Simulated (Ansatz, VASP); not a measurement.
One calculation of NbZn3, two programs

```
Nb Zn
1.0
     3.88083    0.00000    0.00000
     0.00000    3.88083    0.00000
     0.00000    0.00000    3.88083
Nb Zn
1 3
Direct
  0.00000 0.00000 0.00000
  0.00000 0.50000 0.50000
  0.50000 0.00000 0.50000
  0.50000 0.50000 0.00000
```

Change from the starting cell: volume scaled by 0.96.

Alike in both runs: task single point; functional PBEsol; k mesh 10 × 10 × 10; occupations fermi-dirac, width 0.05 eV; no spin polarisation.

```csv
,VASP,Ansatz
version,VASP 6.6.1,Ansatz 0.2.0
potentials or method,"VASP PAW PBE potentials, release 64 (Nb_sv, Zn), cutoff 520 eV","all-electron LAPW, scalar-relativistic"
```

```tsv
	VASP	Ansatz	Ansatz less VASP
pressure (GPa)	0.0	-0.3	-0.28
```

VASP's potentials were made for PBE, not for PBEsol. Ansatz ran all-electron here, and VASP with PAW potentials.
